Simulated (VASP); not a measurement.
# Mo (P6/mmm) in VASP: notebook, part 2 of 2

VASP 6.6.1.

## 3. Relaxation of cell and atoms, PBEsol

This run uses another cell than the first one, of 15.54 Å³/atom.

Input file INCAR:

```
  ALGO = Fast
  EDIFF = 1E-6
  EDIFFG = -0.01
  ENCUT = 600
  GGA = PS
  IBRION = 2
  ISIF = 3
  ISMEAR = 0
  LASPH = True
  LCHARG = False
  LREAL = False
  LWAVE = False
  NELM = 60
  NSW = 100
  PREC = Accurate
  SIGMA = 0.1
```

Input file KPOINTS:

```
k-points
0
Gamma
  12 12 18
```

Input file POSCAR:

```
Mo
1.0
    4.6187002826      0.0000000000      0.0000000000
   -2.3093501413      3.9999117772      0.0000000000
    0.0000000000      0.0000000000      2.5237248797
Mo
3
Direct
    0.0000000000      0.0000000000      0.0000000000
    0.3333333333      0.6666666667      0.5000000000
    0.6666666667      0.3333333333      0.5000000000
```

Potentials or basis: VASP PAW PBE potentials, release 64 (Mo_sv).

Launch:

```
> cat potpaw_PBE.64/Mo_sv/POTCAR > POTCAR
> mpirun -np 1 vasp_std > vasp.out
```

OUTCAR:

```text
EDIFF = 1E-6
   EDIFFG = -0.01
   ENCUT = 600
   GGA = PS
   IBRION = 2
   ISIF = 3
   ISMEAR = 0
   LASPH = True
   LREAL = False
   NELM = 60
   NSW = 100
   PREC = Accurate

 ion  position               nearest neighbor table
   1  0.000  0.000  0.000-   2 2.95   3 2.95   2 2.95   3 2.95   3 2.95   3 2.95   2 2.95   2 2.95
                             3 2.95   3 2.95   2 2.95   2 2.95
   2  0.333  0.667  0.500-   3 2.67   3 2.67   3 2.67   1 2.95   1 2.95   1 2.95   1 2.95   1 2.95
                             1 2.95
   3  0.667  0.333  0.500-   2 2.67   2 2.67   2 2.67   1 2.95   1 2.95   1 2.95   1 2.95   1 2.95
                             1 2.95

  LATTYP: Found a hexagonal cell.
 ALAT       =     4.6187002826
 C/A-ratio  =     0.5464145161

  Lattice vectors:

 A1 = (   4.6187002826,   0.0000000000,   0.0000000000)
 A2 = (  -2.3093501413,   3.9999117772,   0.0000000000)
 A3 = (   0.0000000000,   0.0000000000,   2.5237248797)

Analysis of symmetry for initial positions (statically):
=====================================================================
 Subroutine PRICEL returns:
 Original cell was already a primitive cell.

 Routine SETGRP: Setting up the symmetry group for a
 hexagonal supercell.

 Subroutine GETGRP returns: Found 24 space group operations
 (whereof 24 operations were pure point group operations)
 out of a pool of 24 trial point group operations.

The static configuration has the point symmetry D_6h.

Analysis of symmetry for dynamics (positions and initial velocities):
=====================================================================
 Subroutine PRICEL returns:
 Original cell was already a primitive cell.

 Routine SETGRP: Setting up the symmetry group for a
 hexagonal supercell.

 Subroutine GETGRP returns: Found 24 space group operations
 (whereof 24 operations were pure point group operations)
 out of a pool of 24 trial point group operations.

The dynamic configuration has the point symmetry D_6h.

 Subroutine INISYM returns: Found 24 space group operations
 (whereof 24 operations are pure point group operations),
 and found     1 'primitive' translations

----------------------------------------------------------------------------------------

                                     Primitive cell

  volume of cell :      46.6243

  direct lattice vectors                    reciprocal lattice vectors
     4.618700283  0.000000000  0.000000000     0.216511126  0.125002757  0.000000000
    -2.309350141  3.999911777  0.000000000     0.000000000  0.250005514  0.000000000
     0.000000000  0.000000000  2.523724880     0.000000000  0.000000000  0.396239704

  length of vectors
     4.618700283  4.618700283  2.523724880     0.250005514  0.250005514  0.396239704

  position of ions in fractional coordinates (direct lattice)
     0.000000000  0.000000000  0.000000000
     0.333333333  0.666666667  0.500000000
     0.666666667  0.333333333  0.500000000

  ion indices of the primitive-cell ions
   primitive index   ion index
                 1           1
                 2           2
                 3           3

----------------------------------------------------------------------------------------

 KPOINTS: k-points

Automatic generation of k-mesh.
[... 28 lines left out ...]
  0.416667 -0.000000  0.000000      6.000000
[... 16 lines left out ...]
  0.250000  0.000000  0.055556     12.000000
  0.333333  0.000000  0.055556     12.000000
 [... further k-points ...]
   k-points           NKPTS =    190   k-points in BZ     NKDIM =    190   number of bands    NBANDS=     25
   number of dos      NEDOS =    301   number of ions     NIONS =      3
   total plane-waves  NPLWV =  32000
   dimension x,y,z NGX =    40 NGY =   40 NGZ =   20
   dimension x,y,z NGXF=    80 NGYF=   80 NGZF=   40
   ions per type =               3
   NGX,Y,Z   is equivalent  to a cutoff of  14.40, 14.40, 13.17 a.u.
   NGXF,Y,Z  is equivalent  to a cutoff of  28.80, 28.80, 26.35 a.u.
 SYSTEM =  unknown system
   PREC   = accura    normal or accurate (medium, high low for compatibility)
   ISTART =      0    job   : 0-new  1-cont  2-samecut
   ICHARG =      2    charge: 1-file 2-atom 10-const
   ISPIN  =      1    spin polarized calculation?
   LNONCOLLINEAR =      F non collinear calculations
   LSORBIT =      F    spin-orbit coupling
   LASPH  =      T    aspherical Exc in radial PAW
   ENCUT  =  600.0 eV  44.10 Ry    6.64 a.u.   9.22  9.22  5.04*2*pi/ulx,y,z
   NELM   =     60;   NELMIN=  2; NELMDL= -5     # of ELM steps
   EDIFF  = 0.1E-05   stopping-criterion for ELM
   LREAL  =      F    real-space projection
   EDIFFG = -.1E-01   stopping-criterion for IOM
   NSW    =    100    number of steps for IOM
   IBRION =      2    ionic relax: 0-MD 1-quasi-New 2-CG
   NFREE  =      1    steps in history (QN), initial steepest desc. (CG)
   ISIF   =      3    stress and relaxation
   ISYM   =      2    0-nonsym 1-usesym 2-fastsym
   POTIM  = 0.5000    time-step for ionic-motion
   TEBEG  =    0.0;   TEEND  =   0.0 temperature during run
   PSTRESS=    0.0 pullay stress
   NELECT =      42.0000    total number of electrons
   NUPDOWN=      -1.0000    fix difference up-down
   EMIN   =  10.00;   EMAX   =-10.00  energy-range for DOS
   EFERMI =   0.00;   METHOD = LEGACY
   ISMEAR =     0;   SIGMA  =   0.10  broadening in eV -4-tet -1-fermi 0-gaus
   EFERMI_NEDOS =   21; number of points for ismear=-14 and -15
   IALGO  =     68    algorithm
   IMIX   =      4    mixing-type and parameters
     AMIX     =   0.40;   BMIX     =  1.00
     AMIX_MAG =   1.60;   BMIX_MAG =  1.00
  volume/ion in A,a.u.               =      15.54       104.88
  Fermi-wavevector in a.u.,A,eV,Ry     =   1.581080  2.987808 34.012036  2.499814
  Thomas-Fermi vector in A             =   2.681210
   LORBIT       =      0    0 simple, 1 ext, 2 COOP (PROOUT), +10 PAW based schemes
   GGA     = PS    functional components
   LHFCALC =     F    Hartree Fock is set to
   AEXX    =    0.0000 exact exchange contribution
   IVDW    =     0    specifies the selected vdW correction
   LEPSILON=     F    determine dielectric tensor
   LRPA    =     F    only Hartree local field effects (RPA)
 conjugate gradient relaxation of ions
 non-spin polarized calculation
 RMM-DIIS sequential band-by-band and
 Gauss-broadening in eV      SIGMA  =   0.10
  energy-cutoff  :      600.00
  volume of cell :       46.62
 maximum number of plane-waves:      1574
 NGX is ok and might be reduce to    40
   NGX = 19   NGY = 19   NGZ = 11

--------------------------------------- Ionic step        1  -------------------------------------------

 number of electron      42.0000005 magnetization

 Free energy of the ion-electron system (eV)
  ---------------------------------------------------
  ext. energy  EPLUGINS =         0.00000000
  ---------------------------------------------------
  free energy    TOTEN  =       -34.10285242 eV

  energy without entropy =      -34.08158779  energy(sigma->0) =      -34.09222011

------------------------ aborting loop because EDIFF is reached ----------------------------------------

  FORCE on cell =-STRESS in cart. coord.  units (eV):
  Direction    XX          YY          ZZ          XY          YZ          ZX
  --------------------------------------------------------------------------------------
  -------------------------------------------------------------------------------------
  Total        0.3482940      0.3482940      0.8407980      0.0000000     -0.0000000      0.0000000
  in kB       11.9686271     11.9686271     28.8928263      0.0000000     -0.0000000      0.0000000
  external PRESSURE =      17.6100268 kB  Pullay stress =       0.0000000 kB
[... 135 lines left out ...]
--------------------------------------- Ionic step        5  -------------------------------------------

 number of electron      42.0000003 magnetization

 Free energy of the ion-electron system (eV)
  ---------------------------------------------------
  ext. energy  EPLUGINS =         0.00000000
  ---------------------------------------------------
  free energy    TOTEN  =       -34.10507280 eV

  energy without entropy =      -34.08351136  energy(sigma->0) =      -34.09429208

 E-fermi :  12.2515     XC(G=0): -13.4941

 val. band max:       12.2514551909   @ k =   0.4167  -0.0000   0.5000
 cond. band min:      12.2520157825   @ k =   0.1667   0.0833   0.3333
 fundamental gap:      0.0005605916
 Fermi energy:        12.2515296809

 k-point     1 :       0.0000    0.0000    0.0000
  band No.  band energies     occupation
      1     -48.7055      2.00000
      2     -48.4899      2.00000
      3     -48.3242      2.00000
      4     -22.9465      2.00000
      5     -22.9465      2.00000
      6     -22.8908      2.00000
[... 661 lines left out ...]
     24      13.6313      0.00000
     25      15.0480      0.00000

 [... further k-points ...]
[... 5 lines left out ...]
  --------------------------------------------------------------------------------------
  -------------------------------------------------------------------------------------
  Total        0.0252367      0.0252367     -0.0077712      0.0000000      0.0000000      0.0000000
  in kB        0.8616827      0.8616827     -0.2653398      0.0000000      0.0000000      0.0000000
  external PRESSURE =       0.4860085 kB  Pullay stress =       0.0000000 kB
[... 18 lines left out ...]
  FREE ENERGIE OF THE ION-ELECTRON SYSTEM (eV)
  ---------------------------------------------------
  free  energy   TOTEN  =       -34.1050728019 eV

  energy  without entropy=      -34.0835113621  energy(sigma->0) =      -34.09429208

 reached required accuracy - stopping structural energy minimisation
```

OSZICAR:

```text
N       E                     dE             d eps       ncg     rms          rms(c)
DAV:   1     0.511020748350E+03    0.51102E+03   -0.28152E+04  9500   0.197E+03
DAV:   2    -0.192618898132E+02   -0.53028E+03   -0.52536E+03 10621   0.563E+02
[... 48 lines left out ...]
   4 F= -.34105042E+02 E0= -.34094268E+02  d E =-.570763E-04
       N       E                     dE             d eps       ncg     rms          rms(c)
DAV:   1    -0.341054369624E+02   -0.39512E-03   -0.12670E-02 10537   0.101E+00    0.128E-01
RMM:   2    -0.341051244594E+02    0.31250E-03   -0.45225E-04  9705   0.169E-01    0.444E-02
RMM:   3    -0.341050721050E+02    0.52354E-04   -0.22694E-04  9659   0.106E-01    0.280E-02
RMM:   4    -0.341050737204E+02   -0.16154E-05   -0.39688E-05 10616   0.394E-02    0.200E-02
RMM:   5    -0.341050728019E+02    0.91846E-06   -0.88461E-06  7944   0.185E-02
   5 F= -.34105073E+02 E0= -.34094292E+02  d E =-.876463E-04
```

It took 19 min on 1 thread of Oxide Virtual Turin-like, shared host; peak memory 0.31 GiB.

Results:

```yaml
Free_energy: -34.1051 eV
Relaxed_volume: 15.64 Å³/atom
Relaxed_cell: a = 4.623 Å, b = 4.623 Å, c = 2.535 Å, α = 90.00°, β = 90.00°, γ = 120.00°
Space_group_after_relaxing_to_0.1_Å: P6/mmm (No. 191)
Energy_gained_by_relaxing: 0.7 meV/atom
Ionic_steps: 5
Pressure_after_relaxing: 0.0 GPa
Band_gap_on_the_k_mesh: zero (bands 21 and 22 overlap by 1.45 eV)
```

Stress tensor (GPa, compression positive):
```
 0.09  0.00  0.00
 0.00  0.09  0.00
 0.00  0.00 -0.03
```

The path:
| step | energy change (eV) | largest force (eV/Å) | pressure (GPa) | volume (Å³) |
| --- | --- | --- | --- | --- |
| 1 | 0.0000 | 0.0000 | 1.76 | 46.62 |
| 2 | 0.0113 | 0.0000 | -4.62 | 47.79 |
| 3 | -0.0021 | 0.0000 | -0.12 | 46.95 |
| 4 | -0.0022 | 0.0000 | 0.04 | 46.91 |
| 5 | -0.0022 | 0.0000 | 0.05 | 46.92 |

Final structure:
```xyz
3
Lattice="4.6228 0.0000 0.0000 -2.3114 4.0035 0.0000 0.0000 0.0000 2.5354" Properties=species:S:1:pos:R:3 pbc="T T T"
Mo   -2.3114    4.0035    0.0000
Mo    0.0000    2.6690    1.2677
Mo    2.3114    1.3345    1.2677
```

Caveat: the PAW data sets were made with another functional, which shifts forces and pressure a little.
